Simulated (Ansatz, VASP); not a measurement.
# KBr in VASP and in Ansatz

```
K Br
1.0
     2.62679    1.51658    4.30856
    -2.62679    1.51658    4.30856
     0.00000   -3.03315    4.30856
K Br
1 1
Direct
  0.24902 0.24902 0.24902
  0.99974 0.99974 0.99974
```

Alike in both runs: functional PBE; k mesh 6 × 6 × 6; occupations gaussian, width 0.02 eV; no spin polarisation.

Ansatz relaxed the structure, and its values are those at the end. VASP's run is a single point on that final structure, the one shown.

|  | VASP | Ansatz |
| --- | --- | --- |
| version | VASP 6.6.1 | Ansatz 0.2.0 |
| potentials or method | VASP PAW PBE potentials, release 64 (K_sv, Br), cutoff 520 eV | scalar-relativistic, plane waves, PAW |
| valence electrons in the cell | 16 | 16 |

```tsv
	VASP	Ansatz	Ansatz less VASP
gap on the k mesh at the Fermi level (eV)	4.23	4.23	+0.001
least direct gap on the mesh (eV)	4.25	4.25	+0.002
pressure (GPa)	0.0	0.0	-0.02
```
